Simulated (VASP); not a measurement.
Input of a VASP 6.6.1 run:

The input INCAR:

```
SYSTEM = H
PREC     = Accurate       ! precision mode
ENCUT    = 520            ! plane-wave cutoff, eV
EDIFF    = 1E-6           ! SCF threshold, eV
ISMEAR   = -1             ! smearing method
SIGMA    = 0.02           ! smearing width, eV
LREAL    = .FALSE.        ! projectors in reciprocal space
LASPH    = .TRUE.         ! aspherical terms in the spheres
NELM     = 80             ! most SCF steps
ALGO     = Normal         ! electronic algorithm
ISIF     = 2              ! what is computed and relaxed
LWAVE    = .FALSE.        ! write WAVECAR
LCHARG   = .TRUE.         ! write CHGCAR
GGA      = PE             ! functional
LELF     = .TRUE.         ! ELF
LVHAR    = .TRUE.       
NBANDS   = 18             ! bands
```

The input KPOINTS:

```
regular mesh
0
G
  1 1 1
  0 0 0
```

POSCAR

```
H
1.0
    5.4513620000      0.0000000000      0.0000000000
    0.0000000000      5.4513620000      0.0000000000
    0.0000000000      0.0000000000      5.4513620000
H
12
Direct
    0.1721037788      1.2297293777      0.9435440171
    0.1786892890      1.2149257378      0.8131545841
    1.1045129639      0.8791014062      0.3551956373
    0.9801403759      0.8196667182      0.3370900703
    0.6986327454      0.2076728715      0.4432837152
    0.6512867793      0.1273076343      0.5526508788
    0.9266491567      0.6187627973     -0.0436037820
    0.8131912722      0.6609907763      0.0243975726
    0.3263037751      0.5907147608      0.5893022698
    0.3821980635      0.7042093334      0.6508281784
    0.4321121951      0.9159912697      0.1129625954
    0.4921889245      0.7890321721      0.1197132019
```

Potentials or basis: VASP PAW PBE potentials, release 64 (H).

Launch:

```sh
$ cat potpaw_PBE.64/H/POTCAR > POTCAR
$ mpirun -np 1 vasp_gam > vasp.out
```

**Question.** What does it give for the band gap on the k mesh?

**Answer.** 9.25 eV.

**Question.** Estimate the largest force.

**Answer.** 1.265 eV/Å.

**Question.** Estimate the pressure.

**Answer.** 0.5 GPa.

Forces on the atoms (eV/Å):
```
H   -0.074  0.128  1.257
H    0.050 -0.139 -1.219
H   -0.424 -0.163 -0.005
H    0.455  0.269  0.096
H   -0.359 -0.600  0.839
H    0.385  0.661 -0.826
H   -0.325 -0.004  0.108
H    0.247 -0.175 -0.247
H    0.285  0.533  0.331
H   -0.248 -0.630 -0.273
H    0.332 -0.558  0.005
H   -0.324  0.680 -0.066
```

Caveat: the k points lie up to 1.15 Å⁻¹ apart.
